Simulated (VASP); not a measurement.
SrTe:

```
CELL_PARAMETERS angstrom
0.00000 3.33599 3.33599
3.33599 0.00000 3.33599
3.33599 3.33599 0.00000
ATOMIC_POSITIONS crystal
Sr 0.00000 0.00000 0.00000
Te 0.50000 0.50000 0.50000
```

This cell differs from its parent crystal: strain -0.5%.

Base run:

- Program: VASP 6.6.1
- Functional: r2SCAN
- Potentials or basis: VASP PAW PBE potentials, release 64 (Sr_sv, Te)
- Cutoff: 550 eV
- k mesh: 6 × 6 × 6
- Occupations: gaussian, width 0.01 eV
- Spin: no spin polarisation

Its results: band gap on the k mesh 2.11 eV, indirect (least direct gap 2.86 eV); pressure 0.7 GPa.

Q: The run is repeated on the same cell with these changes: functional from r2SCAN to PBE; cutoff from 550 eV to 500 eV; occupations from gaussian, width 0.01 eV to fermi-dirac, width 0.02 eV. What comes out?

A: Band gap on the k mesh 1.71 eV, indirect (least direct gap 2.45 eV); pressure 0.8 GPa.

Caveats: spin-orbit coupling is left out, which moves the levels of the heavy elements; the PAW data sets were made with another functional, which shifts forces and pressure a little (some runs).

A k mesh can miss the band edges.
